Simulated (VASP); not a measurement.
# PbSe (I4/mmm) in VASP: further runs

PbSe is run at these levels: r2SCAN; tasks: single point.

All numbers are computed with VASP 6.6.1; they aren't measurements. Logs are shortened: lines on timing, memory, paths and dates and some standing lists are left out, and cuts for length are marked.

## Step 1: The cell of the first run

It takes space group I4/mmm (No. 139, tetragonal). The conventional cell has a = 4.075 Å, b = 4.075 Å, c = 6.916 Å, α = 90.00°, β = 90.00°, γ = 90.00°. Pb (site symmetry 4/mmm) has 6 Se at 2.88 to 3.46 Å within 3.8 Å. Within 3.8 Å of Se (site symmetry 4/mmm) lie 6 Pb at 2.88 to 3.46 Å.

## Step 2: Single point, r2SCAN

File POSCAR:

```
PbSe
1.0
    0.0000000000      2.8815934758      3.4579121710
    2.8815934758      0.0000000000      3.4579121710
    2.8815934758      2.8815934758      0.0000000000
Pb Se
1 1
Direct
    0.0000000000      0.0000000000      0.0000000000
    0.5000000000      0.5000000000      0.5000000000
```

File INCAR.step1:

```
PREC = Accurate
ENCUT = 520
ISMEAR = 0
SIGMA = 0.05
LREAL = F
LASPH = T
NELM = 100
NBANDS = 17
GGA = PE
ALGO = Normal
EDIFF = 1E-4
LWAVE = T
LCHARG = F
```

File INCAR.step2:

```
PREC = Accurate
ENCUT = 520
EDIFF = 1E-6
ISMEAR = 0
SIGMA = 0.05
LREAL = F
LASPH = T
NELM = 100
ALGO = Normal
ISIF = 2
LWAVE = F
LCHARG = F
METAGGA = R2SCAN
LMIXTAU = T
NBANDS = 17
ISTART = 1
```

File KPOINTS:

```
Automatic mesh
0
Gamma
  10 10 10
```

Potentials or basis: VASP PAW PBE potentials, release 64 (Pb_d, Se).

Launch:

```sh
> cat potpaw_PBE.64/Pb_d/POTCAR potpaw_PBE.64/Se/POTCAR > POTCAR
> cp INCAR.step1 INCAR
> mpirun -np 1 vasp_std > vasp.out
> cp INCAR.step2 INCAR
> mpirun -np 1 vasp_std > vasp.out
```

OUTCAR:

```text
PREC = Accurate
   ENCUT = 520
   EDIFF = 1E-6
   ISMEAR = 0
   LREAL = F
   LASPH = T
   NELM = 100
   ISIF = 2
   METAGGA = R2SCAN
   ISTART = 1

 ion  position               nearest neighbor table
   1  0.000  0.000  0.000-   2 2.88   2 2.88   2 2.88   2 2.88   2 3.46   2 3.46
   2  0.500  0.500  0.500-   1 2.88   1 2.88   1 2.88   1 2.88   1 3.46   1 3.46

  LATTYP: Found a body centered tetragonal cell.
 ALAT       =     4.0751885747
 C/A-ratio  =     1.6970562749

  Lattice vectors:

 A1 = (  -2.8815934758,   0.0000000000,   3.4579121710)
 A2 = (   2.8815934758,   0.0000000000,   3.4579121710)
 A3 = (   0.0000000000,   2.8815934758,  -3.4579121710)

Analysis of symmetry for initial positions (statically):
=====================================================================
 Subroutine PRICEL returns:
 Original cell was already a primitive cell.

 Routine SETGRP: Setting up the symmetry group for a
 body centered tetragonal supercell.

 Subroutine GETGRP returns: Found 16 space group operations
 (whereof 16 operations were pure point group operations)
 out of a pool of 16 trial point group operations.

The static configuration has the point symmetry D_4h.

Analysis of symmetry for dynamics (positions and initial velocities):
=====================================================================
 Subroutine PRICEL returns:
 Original cell was already a primitive cell.

 Routine SETGRP: Setting up the symmetry group for a
 body centered tetragonal supercell.

 Subroutine GETGRP returns: Found 16 space group operations
 (whereof 16 operations were pure point group operations)
 out of a pool of 16 trial point group operations.

The dynamic configuration has the point symmetry D_4h.

 Subroutine INISYM returns: Found 16 space group operations
 (whereof 16 operations are pure point group operations),
 and found     1 'primitive' translations

----------------------------------------------------------------------------------------

                                     Primitive cell

  volume of cell :      57.4261

  direct lattice vectors                    reciprocal lattice vectors
     0.000000000  2.881593476  3.457912171    -0.173515107  0.173515107  0.144595922
     2.881593476  0.000000000  3.457912171     0.173515107 -0.173515107  0.144595922
     2.881593476  2.881593476  0.000000000     0.173515107  0.173515107 -0.144595922

  length of vectors
     4.501192902  4.501192902  4.075188575     0.284820936  0.284820936  0.284820936

  position of ions in fractional coordinates (direct lattice)
     0.000000000  0.000000000  0.000000000
     0.500000000  0.500000000  0.500000000

  ion indices of the primitive-cell ions
   primitive index   ion index
                 1           1
                 2           2

----------------------------------------------------------------------------------------

 KPOINTS: Automatic mesh

Automatic generation of k-mesh.
 Grid dimensions read from file:
 generate k-points for:   10   10   10

 Generating k-lattice:

  Cartesian coordinates                     Fractional coordinates (reciprocal lattice)
    -0.017351511  0.017351511  0.014459592     0.100000000 -0.000000000  0.000000000
     0.017351511 -0.017351511  0.014459592    -0.000000000  0.100000000  0.000000000
     0.017351511  0.017351511 -0.014459592     0.000000000  0.000000000  0.100000000

  Length of vectors
     0.028482094  0.028482094  0.028482094

  Shift w.r.t. Gamma in fractional coordinates (k-lattice)
     0.000000000  0.000000000  0.000000000

 Subroutine IBZKPT returns following result:
 ===========================================

 Found    102 irreducible k-points:

 Following reciprocal coordinates:
            Coordinates               Weight
  0.000000  0.000000  0.000000      1.000000
  0.100000  0.000000  0.000000      8.000000
  0.200000  0.000000  0.000000      8.000000
  0.300000  0.000000  0.000000      8.000000
  0.400000 -0.000000  0.000000      8.000000
  0.500000  0.000000  0.000000      4.000000
[... 16 lines left out ...]
  0.300000  0.300000  0.000000      2.000000
  0.400000  0.300000  0.000000      8.000000
 [... further k-points ...]
   k-points           NKPTS =    102   k-points in BZ     NKDIM =    102   number of bands    NBANDS=     17
   number of dos      NEDOS =    301   number of ions     NIONS =      2
   total plane-waves  NPLWV =  38880
   dimension x,y,z NGX =    36 NGY =   36 NGZ =   30
   dimension x,y,z NGXF=    72 NGYF=   72 NGZF=   60
   ions per type =               1   1
   NGX,Y,Z   is equivalent  to a cutoff of  13.30, 13.30, 12.24 a.u.
   NGXF,Y,Z  is equivalent  to a cutoff of  26.59, 26.59, 24.48 a.u.
 SYSTEM =  unknown system
   PREC   = accura    normal or accurate (medium, high low for compatibility)
   ISTART =      1    job   : 0-new  1-cont  2-samecut
   ICHARG =      0    charge: 1-file 2-atom 10-const
   ISPIN  =      1    spin polarized calculation?
[... 95 lines left out ...]
      3     -12.5335      2.00000
      4     -12.5131      2.00000
      5     -12.4678      2.00000
      6      -8.7510      2.00000
[... 9 lines left out ...]
     16      13.8397      0.00000
     17      14.6318      0.00000

 k-point     5 :       0.4000   -0.0000    0.0000
  band No.  band energies     occupation
      1     -12.6083      2.00000
      2     -12.5491      2.00000
      3     -12.5378      2.00000
      4     -12.5181      2.00000
      5     -12.4530      2.00000
      6      -8.4216      2.00000
[... 9 lines left out ...]
     16      15.2721      0.00000
     17      15.9597      0.00000

 k-point     6 :       0.5000    0.0000    0.0000
  band No.  band energies     occupation
      1     -12.6060      2.00000
      2     -12.5498      2.00000
      3     -12.5414      2.00000
      4     -12.5180      2.00000
      5     -12.4471      2.00000
      6      -8.2707      2.00000
[... 9 lines left out ...]
     16      15.4152      0.00000
     17      16.7403      0.00000

 k-point     7 :       0.1000    0.1000    0.0000
  band No.  band energies     occupation
      1     -12.6502      2.00000
      2     -12.5382      2.00000
      3     -12.5382      2.00000
      4     -12.5019      2.00000
      5     -12.4806      2.00000
      6      -9.3045      2.00000
[... 9 lines left out ...]
     16      12.9049      0.00000
     17      12.9049      0.00000

 k-point     8 :       0.2000    0.1000    0.0000
  band No.  band energies     occupation
      1     -12.6512      2.00000
      2     -12.5371      2.00000
      3     -12.5348      2.00000
      4     -12.4983      2.00000
      5     -12.4849      2.00000
      6      -9.1643      2.00000
[... 9 lines left out ...]
     16      13.3555      0.00000
     17      14.0019      0.00000
[... 203 lines left out ...]
      1     -12.6432      2.00000
      2     -12.5384      2.00000
      3     -12.5257      2.00000
      4     -12.5094      2.00000
      5     -12.4718      2.00000
      6      -8.3801      2.00000
[... 9 lines left out ...]
     16      15.8550      0.00000
     17      16.0476      0.00000

 k-point    20 :      -0.4000    0.2000    0.0000
  band No.  band energies     occupation
      1     -12.6224      2.00000
      2     -12.5454      2.00000
      3     -12.5318      2.00000
      4     -12.5183      2.00000
      5     -12.4559      2.00000
      6      -8.2122      2.00000
[... 9 lines left out ...]
     16      15.1925      0.00000
     17      15.6167      0.00000

 k-point    21 :      -0.3000    0.2000    0.0000
  band No.  band energies     occupation
      1     -12.6067      2.00000
      2     -12.5508      2.00000
      3     -12.5353      2.00000
      4     -12.5241      2.00000
      5     -12.4482      2.00000
      6      -8.2831      2.00000
[... 9 lines left out ...]
     16      14.2473      0.00000
     17      16.5993      0.00000

 k-point    22 :      -0.2000    0.2000    0.0000
  band No.  band energies     occupation
      1     -12.6008      2.00000
      2     -12.5526      2.00000
      3     -12.5299      2.00000
      4     -12.5295      2.00000
      5     -12.4524      2.00000
      6      -8.5514      2.00000
[... 9 lines left out ...]
     16      13.5321      0.00000
     17      15.7239      0.00000

 k-point    23 :       0.3000    0.3000    0.0000
  band No.  band energies     occupation
      1     -12.6940      2.00000
      2     -12.5235      2.00000
      3     -12.5235      2.00000
      4     -12.5070      2.00000
      5     -12.4765      2.00000
      6      -8.8461      2.00000
[... 9 lines left out ...]
     16      15.4009      0.00000
     17      16.5957      0.00000

 k-point    24 :       0.4000    0.3000    0.0000
  band No.  band energies     occupation
      1     -12.6963      2.00000
      2     -12.5225      2.00000
      3     -12.5201      2.00000
      4     -12.5033      2.00000
      5     -12.4808      2.00000
      6      -8.6709      2.00000
[... 9 lines left out ...]
     16      16.0228      0.00000
     17      17.5041      0.00000

 [... further k-points ...]

------------------------ aborting loop because EDIFF is reached ----------------------------------------

  FORCE on cell =-STRESS in cart. coord.  units (eV):
  Direction    XX          YY          ZZ          XY          YZ          ZX
  --------------------------------------------------------------------------------------
  -------------------------------------------------------------------------------------
  Total        4.2210730      4.2210730     -2.0499654      0.0000000      0.0000000     -0.0000000
  in kB      117.7671247    117.7671247    -57.1936400      0.0000000      0.0000000     -0.0000000
  external PRESSURE =      59.4468698 kB  Pullay stress =       0.0000000 kB

 VOLUME and BASIS-vectors are now :
 -----------------------------------------------------------------------------
  energy-cutoff  :      520.00
  volume of cell :       57.43
      direct lattice vectors                 reciprocal lattice vectors
     0.000000000  2.881593476  3.457912171    -0.173515107  0.173515107  0.144595922
     2.881593476  0.000000000  3.457912171     0.173515107 -0.173515107  0.144595922
     2.881593476  2.881593476  0.000000000     0.173515107  0.173515107 -0.144595922

 POSITION                                       TOTAL-FORCE (eV/Angst)
 -----------------------------------------------------------------------------------
      0.00000      0.00000      0.00000        -0.000000      0.000000      0.000000
      2.88159      2.88159      3.45791         0.000000     -0.000000     -0.000000
 -----------------------------------------------------------------------------------
    total drift:                               -0.000000      0.000000      0.000000

  FREE ENERGIE OF THE ION-ELECTRON SYSTEM (eV)
  ---------------------------------------------------
  free  energy   TOTEN  =       -71.5117625098 eV

  energy  without entropy=      -71.5116890975  energy(sigma->0) =      -71.51172580
```

Run time: 5.1 min. Hardware: 1 thread of Intel Xeon Platinum 8259CL at 2.50GHz (Skylake/Cascade Lake), shared host; peak memory 0.27 GiB.

Results:

```yaml
Free_energy: -71.5118 eV
Pressure: 5.9 GPa
Band_gap_on_the_k_mesh: 0.12 eV (least direct gap 0.15 eV)
```

Levels at points of the mesh, in eV from the valence-band top:
| k point | band 8 | band 9 | band 10 | band 11 | band 12 | band 13 |
| --- | --- | --- | --- | --- | --- | --- |
| (0.00, 0.00, 0.00) | -2.99 | -2.99 | -1.89 | 2.68 | 5.76 | 5.97 |
| (0.50, 0.00, 0.00) | -2.37 | -1.80 | -0.03 | 0.12 | 1.44 | 1.98 |
| (0.50, 0.50, 0.00) | -5.38 | -3.68 | -3.68 | 4.13 | 4.67 | 6.44 |
| (0.50, 0.00, 0.50) | -5.83 | -4.91 | -3.04 | 3.46 | 3.50 | 6.85 |

Caveat: the cell stands under pressure; the PAW data sets were made with another functional, which shifts forces and pressure a little; spin-orbit coupling is left out, which moves the levels of the heavy elements. A k mesh can miss the band edges.

## Step 3: Single point, r2SCAN

This run uses another cell than the first one, of the same volume but with other edges.

File POSCAR:

```
PbSe
1.0
    0.0000000000      3.3265566725      2.5947142045
    3.3265566725      0.0000000000      2.5947142045
    3.3265566725      3.3265566725      0.0000000000
Pb Se
1 1
Direct
    0.0000000000      0.0000000000      0.0000000000
    0.5000000000      0.5000000000      0.5000000000
```

File INCAR.step1:

```
SYSTEM = PbSe
PREC = Accurate
ENCUT = 520
ISMEAR = 0
SIGMA = 0.05
LREAL = .False.
LASPH = .True.
NELM = 80
NBANDS = 17
GGA = PE
ALGO = Normal
EDIFF = 1E-4
LWAVE = .True.
LCHARG = .False.
```

File INCAR.step2:

```
SYSTEM = PbSe
PREC = Accurate
ENCUT = 520
EDIFF = 1E-7
ISMEAR = 0
SIGMA = 0.05
LREAL = .False.
LASPH = .True.
NELM = 80
ALGO = Normal
ISIF = 2
LWAVE = .False.
LCHARG = .True.
METAGGA = R2SCAN
LMIXTAU = .True.
LELF = .True.
LVHAR = .True.
NBANDS = 17
ISTART = 1
```

File KPOINTS:

```
regular mesh
0
Gamma
  10 10 10
  0 0 0
```

Potentials or basis: VASP PAW PBE potentials, release 64 (Pb_d, Se).

Launch:

```sh
> cat potpaw_PBE.64/Pb_d/POTCAR potpaw_PBE.64/Se/POTCAR > POTCAR
> cp INCAR.step1 INCAR
> mpirun -np 1 vasp_std > vasp.out
> cp INCAR.step2 INCAR
> mpirun -np 1 vasp_std > vasp.out
```

Wall time 5.1 min (1 thread of Intel Xeon Platinum 8259CL at 2.50GHz (Skylake/Cascade Lake), shared host); peak memory 0.26 GiB.

Results (log left out):

| Quantity | Value |
| --- | --- |
| Free energy | -70.7001 eV |
| Pressure | 10.5 GPa |
| Band gap on the k mesh | zero (bands 10 and 11 overlap by 0.48 eV) |

Stress tensor (GPa, compression positive):
```
-3.23  0.00  0.00
 0.00 -3.23  0.00
 0.00  0.00 37.97
```

Levels at points of the mesh, in eV from the Fermi level:
```csv
k point,band 6,band 7,band 8,band 9,band 10,band 11,band 12,band 13,band 14,band 15
"(0.00, 0.00, 0.00)",-15.38,-6.84,-4.99,-2.54,-2.54,2.47,2.47,5.38,5.86,5.86
"(0.50, 0.00, 0.00)",-14.47,-10.53,-2.96,-2.90,-0.75,0.21,0.54,2.58,7.69,8.23
"(0.50, 0.50, 0.00)",-13.52,-8.47,-6.78,-4.94,-4.94,2.39,4.44,4.44,7.22,10.88
"(0.50, 0.00, 0.50)",-14.29,-7.69,-6.20,-5.82,-3.02,2.64,3.71,4.56,8.12,8.89
```

Caveat: the cell stands under pressure; semilocal functionals underestimate gaps, so a narrow gap can read as zero; the PAW data sets were made with another functional, which shifts forces and pressure a little; spin-orbit coupling is left out, which moves the levels of the heavy elements.

## Step 4: Single point, r2SCAN

This run uses another cell than the first one, of the same volume but with other edges.

File POSCAR:

```
PbSe
1.0
    0.0000000000      2.8057265606      3.6474445287
    2.8057265606      0.0000000000      3.6474445287
    2.8057265606      2.8057265606      0.0000000000
Pb Se
1 1
Direct
    0.0000000000      0.0000000000      0.0000000000
    0.5000000000      0.5000000000      0.5000000000
```

File INCAR.step1:

```
PREC = Accurate
ENCUT = 520
ISMEAR = 0
SIGMA = 0.05
LREAL = False
LASPH = True
NELM = 80
NBANDS = 17
GGA = PE
ALGO = Normal
EDIFF = 1E-4
LWAVE = True
LCHARG = False
```

File INCAR.step2:

```
PREC = Accurate
ENCUT = 520
EDIFF = 1E-6
ISMEAR = 0
SIGMA = 0.05
LREAL = False
LASPH = True
NELM = 80
ALGO = Normal
ISIF = 2
LWAVE = False
LCHARG = False
METAGGA = R2SCAN
LMIXTAU = True
NBANDS = 17
ISTART = 1
```

File KPOINTS:

```
Automatic mesh
0
Gamma
  10 10 10
```

Launch:

```sh
> cat potpaw_PBE.64/Pb_d/POTCAR potpaw_PBE.64/Se/POTCAR > POTCAR
> cp INCAR.step1 INCAR
> mpirun -np 1 vasp_std > vasp.out
> cp INCAR.step2 INCAR
> mpirun -np 1 vasp_std > vasp.out
```

It took 5.4 min on 1 thread of Intel Xeon Platinum 8259CL at 2.50GHz (Skylake/Cascade Lake), shared host; peak memory 0.27 GiB.

The run converged. Its results:

| Quantity | Value |
| --- | --- |
| Free energy | -71.1267 eV |
| Pressure | 9.9 GPa |
| Band gap on the k mesh | zero (bands 10 and 11 overlap by 0.21 eV) |

Stress tensor (GPa, compression positive):
```
17.41  0.00  0.00
 0.00 17.41  0.00
 0.00  0.00 -5.10
```

Levels at points of the mesh, in eV from the Fermi level:
```
           k point  band 8  band 9  band 10  band 11  band 12  band 13
(0.00, 0.00, 0.00)   -3.47   -3.47    -2.38     2.30     4.52     5.57
(0.50, 0.00, 0.00)   -2.75   -1.94    -0.38     0.31     1.34     1.95
(0.50, 0.50, 0.00)   -5.60   -3.94    -3.94     4.02     4.13     6.70
(0.50, 0.00, 0.50)   -6.28   -5.63    -3.04     2.60     3.31     6.85
```

Caveat: the cell stands under pressure; semilocal functionals underestimate gaps, so a narrow gap can read as zero; the PAW data sets were made with another functional, which shifts forces and pressure a little; spin-orbit coupling is left out, which moves the levels of the heavy elements.

## Step 5: Single point, r2SCAN

This run uses another cell than the first one, of the same volume but with other edges.

File POSCAR:

```
PbSe
1.0
    0.0000000000      3.1484527865      2.8965765636
    3.1484527865      0.0000000000      2.8965765636
    3.1484527865      3.1484527865      0.0000000000
Pb Se
1 1
Direct
    0.0000000000      0.0000000000      0.0000000000
    0.5000000000      0.5000000000      0.5000000000
```

File INCAR.step1:

```
PREC = Accurate
ENCUT = 520
ISMEAR = 0
SIGMA = 0.05
LREAL = F
LASPH = T
NELM = 60
NBANDS = 17
GGA = PE
ALGO = Normal
EDIFF = 1E-4
LWAVE = T
LCHARG = F
```

File INCAR.step2:

```
PREC = Accurate
ENCUT = 520
EDIFF = 1E-7
ISMEAR = 0
SIGMA = 0.05
LREAL = F
LASPH = T
NELM = 60
ALGO = Normal
ISIF = 2
LWAVE = F
LCHARG = F
METAGGA = R2SCAN
LMIXTAU = T
NBANDS = 17
ISTART = 1
```

File KPOINTS:

```
regular mesh
0
Gamma
  10 10 10
```

Launch:

```sh
> cat potpaw_PBE.64/Pb_d/POTCAR potpaw_PBE.64/Se/POTCAR > POTCAR
> cp INCAR.step1 INCAR
> mpirun -np 1 vasp_std > vasp.out
> cp INCAR.step2 INCAR
> mpirun -np 1 vasp_std > vasp.out
```

It took 4.8 min on 1 thread of Intel Xeon Platinum 8259CL at 2.50GHz (Skylake/Cascade Lake), shared host; peak memory 0.27 GiB.

It converged, with:

```
Free energy            : -71.8119 eV
Pressure               : 2.6 GPa
Band gap on the k mesh : 0.35 eV
```

Stress tensor (GPa, compression positive):
```
-1.63  0.00  0.00
 0.00 -1.63  0.00
 0.00  0.00 11.06
```

Levels at points of the mesh, in eV from the valence-band top:
```tsv
k point	band 7	band 8	band 9	band 10	band 11	band 12	band 13	band 14
(0.00, 0.00, 0.00)	-6.48	-2.77	-1.96	-1.96	4.22	4.22	6.34	6.65
(0.50, 0.00, 0.00)	-9.30	-1.89	-1.76	0.00	0.35	1.50	2.08	8.85
(0.50, 0.50, 0.00)	-7.93	-5.47	-3.70	-3.70	3.61	5.54	5.54	7.03
(0.50, 0.00, 0.50)	-7.55	-5.29	-3.99	-3.06	3.99	4.95	5.94	7.07
```

Caveat: the PAW data sets were made with another functional, which shifts forces and pressure a little; spin-orbit coupling is left out, which moves the levels of the heavy elements. A k mesh can miss the band edges.

## Step 6: Summary

| cell | gap on the mesh (eV) | pressure (GPa) |
| --- | --- | --- |
| a = 4.501, b = 4.501, c = 4.075 Å, angles 63.1, 63.1, 53.8°, 2 atoms | 0.12 | 5.9 |
| a = 4.219, b = 4.219, c = 4.704 Å, angles 56.1, 56.1, 67.8°, 2 atoms | none | 10.5 |
| a = 4.602, b = 4.602, c = 3.968 Å, angles 64.5, 64.5, 51.1°, 2 atoms | none | 9.9 |
| a = 4.278, b = 4.278, c = 4.453 Å, angles 58.6, 58.6, 62.7°, 2 atoms | 0.35 | 2.6 |

Alike in all rows: task single point; level r2SCAN; potentials or basis VASP PAW PBE potentials, release 64 (Pb_d, Se); no spin polarisation; k mesh 10 × 10 × 10; cutoff (eV) 520; smearing gaussian 0.05 eV.

Caveats: the PAW data sets were made with another functional, which shifts forces and pressure a little; spin-orbit coupling is left out, which moves the levels of the heavy elements; the cell stands under pressure (at least some runs); semilocal functionals underestimate gaps, so a narrow gap can read as zero (at least some runs).

Absolute energies hang on the potentials; compare differences alone.
